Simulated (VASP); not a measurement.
The system is Li2ScAgC6N6.

```xyz
16
Lattice="0.0000 5.3120 5.3120 5.3120 0.0000 5.3120 5.3120 5.3120 0.0000" Properties=species:S:1:pos:R:3 pbc="T T T"
Li    2.6560    2.6560    2.6560
Li    7.9680    7.9680    7.9680
Sc    0.0000    0.0000    0.0000
Ag    5.3120    5.3120    5.3120
C     2.0220    5.3120    5.3120
C     5.3120    2.0220    5.3120
C     5.3120    5.3120    2.0220
C     8.6020    5.3120    5.3120
C     5.3120    8.6020    5.3120
C     5.3120    5.3120    8.6020
N     3.1920    5.3120    5.3120
N     5.3120    3.1920    5.3120
N     5.3120    5.3120    3.1920
N     7.4320    5.3120    5.3120
N     5.3120    7.4320    5.3120
N     5.3120    5.3120    7.4320
```

| Property | Result |
| --- | --- |
| Program | VASP 6.6.1 |
| Task | relaxation of cell and atoms |
| Functional | PBE |
| Potentials or basis | VASP PAW PBE potentials, release 64 (Li_sv, Sc_sv, Ag, C, N) |
| Cutoff | 600 eV |
| k mesh | 4 × 4 × 4 |
| Occupations | gaussian, width 0.1 eV |
| Spin | no spin polarisation |

At the start: pressure 16.1 GPa; volume 18.74 Å³/atom.

Q: How do energy, volume and symmetry change on relaxing?

A: Over 33 steps the energy falls by 305.0 meV/atom and the volume is 25.78 Å³/atom (+37.6 %); space group Fm-3m (No. 225, to 0.1 Å) before and after.

Step by step:
| step | energy change (eV) | largest force (eV/Å) | pressure (GPa) | volume (Å³) |
| --- | --- | --- | --- | --- |
| 1 | 0.0000 | 2.9967 | 16.14 | 299.78 |
| 2 | 3.3071 | 23.7296 | 19.49 | 389.37 |
| 3 | -2.0211 | 6.9745 | 15.59 | 332.16 |
| 4 | -3.8441 | 3.5989 | 8.03 | 358.15 |
| 5 | -4.7242 | 0.3569 | 1.24 | 391.85 |
| 6 | -4.7475 | 0.7761 | 0.23 | 398.24 |
| 7 | -4.7475 | 0.9007 | 0.02 | 399.64 |
| 8 | -4.7635 | 0.6257 | 0.03 | 402.48 |
| 9 | -4.7723 | 0.4338 | 0.07 | 406.57 |
| 10 | -4.7796 | 0.3568 | -0.02 | 407.30 |
| 11 | -4.7978 | 0.4523 | -0.30 | 409.51 |
| 12 | -4.8177 | 0.7859 | -0.85 | 413.96 |
| 13 | -4.8232 | 0.6959 | -0.79 | 414.26 |
| 14 | -4.8365 | 0.4262 | -0.61 | 415.19 |
| 15 | -4.8486 | 0.4696 | -0.24 | 417.05 |
| 16 | -4.8488 | 0.5328 | -0.19 | 417.28 |
| 17 | -4.8539 | 0.4836 | -0.22 | 417.84 |
| 18 | -4.8647 | 0.3318 | -0.30 | 419.50 |
| 19 | -4.8655 | 0.0520 | -0.44 | 422.84 |
| 20 | -4.8685 | 0.1681 | -0.39 | 421.31 |
| 21 | -4.8706 | 0.0452 | -0.45 | 420.60 |
| 22 | -4.8719 | 0.2237 | -0.56 | 419.48 |
| 23 | -4.8732 | 0.2040 | -0.51 | 418.91 |
| 24 | -4.8765 | 0.1442 | -0.37 | 417.20 |
| 25 | -4.8793 | 0.0546 | -0.08 | 413.79 |
| 26 | -4.8793 | 0.0655 | -0.05 | 413.48 |
| 27 | -4.8793 | 0.0615 | -0.06 | 413.60 |
| 28 | -4.8795 | 0.0431 | -0.07 | 413.50 |
| 29 | -4.8797 | 0.0814 | -0.07 | 413.22 |
| 30 | -4.8797 | 0.1000 | -0.08 | 413.10 |
| 31 | -4.8798 | 0.0926 | -0.06 | 413.04 |
| 32 | -4.8800 | 0.0702 | -0.04 | 412.85 |
| 33 | -4.8802 | 0.0239 | 0.03 | 412.47 |

Final structure:
```
Li Sc Ag C N
1.0
     0.00000    5.90818    5.90818
     5.90818    0.00000    5.90818
     5.90818    5.90818    0.00000
Li Sc Ag C N
2 1 1 6 6
Direct
  0.25000 0.25000 0.25000
  0.75000 0.75000 0.75000
  0.00000 0.00000 0.00000
  0.50000 0.50000 0.50000
  0.80556 0.19444 0.19444
  0.19444 0.80556 0.19444
  0.19444 0.19444 0.80556
  0.19444 0.80556 0.80556
  0.80556 0.19444 0.80556
  0.80556 0.80556 0.19444
  0.70618 0.29382 0.29382
  0.29382 0.70618 0.29382
  0.29382 0.29382 0.70618
  0.29382 0.70618 0.70618
  0.70618 0.29382 0.70618
  0.70618 0.70618 0.29382
```

Caveat: the cutoff is under 1.25 times the usual one of these potentials, so pressure, stress and relaxed cells hold a basis-set (Pulay) error; the volume moved by over 15 % at a fixed basis, so the end points are rough.
